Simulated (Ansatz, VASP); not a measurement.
**One calculation of PbS, two programs**

```
Pb S
1.0
     0.00000    3.05395    2.96500
     3.05395    0.00000    2.96500
     3.05395    3.05395    0.00000
Pb S
1 1
Cartesian
  0.0000 0.0000 0.0000
  3.0539 3.0539 2.9650
```

Change from the starting cell: strain +0.0300 x Voigt [1, 1, 0, 0, 0, 0], atoms carried along.

Alike in both runs: task single point; functional PBE; k mesh 10 × 10 × 10; occupations gaussian, width 0.03 eV; no spin polarisation.

|  | VASP | Ansatz |
| --- | --- | --- |
| version | VASP 6.6.1 | Ansatz 0.2.0 |
| potentials or method | VASP PAW PBE potentials, release 64 (Pb_d, S), cutoff 520 eV | scalar-relativistic, plane waves, PAW |
| valence electrons in the cell | 20 | 20 |

```csv
,VASP,Ansatz,Ansatz less VASP
gap on the k mesh at the Fermi level (eV),0.54,0.53,-0.006
least direct gap on the mesh (eV),0.54,0.53,-0.006
pressure (GPa),-0.9,-0.9,+0.07
"traceless stress, the component that is largest in VASP (GPa)",2.05,2.05,-0.003
```

The functional is the same, so the differences come from potentials, cutoffs and numerics.

Neither program's run includes spin-orbit coupling.
